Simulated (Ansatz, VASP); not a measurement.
**One calculation of ZnSe, two programs**

```
Zn Se
1.0
     0.00000    2.83242    2.83242
     2.83242    0.00000    2.83242
     2.83242    2.83242    0.00000
Zn Se
1 1
Direct
  0.00000 0.00000 0.00000
  0.25000 0.25000 0.25000
```

Alike in both runs: task single point; functional PBE; k mesh 6 × 6 × 6; no spin polarisation.

|  | VASP | Ansatz |
| --- | --- | --- |
| version | VASP 6.6.1 | Ansatz 0.2.0 |
| potentials or method | VASP PAW PBE potentials, release 64 (Zn, Se) | plane waves |
| plane-wave cutoff (eV) | 520 | 420 |
| occupations | methfessel-paxton of order 1, width 0.189 eV | cold, width 0.5 eV |
| valence electrons in the cell | 18 | 28 |

|  | VASP | Ansatz | Ansatz less VASP |
| --- | --- | --- | --- |
| gap on the k mesh at the Fermi level (eV) | 1.29 | 1.29 | -0.002 |
| pressure (GPa) | 2.5 | 2.2 | -0.24 |

VASP's potentials hold 18 valence electrons a cell and Ansatz's 28, so a difference there can come from the potentials and not from the codes.
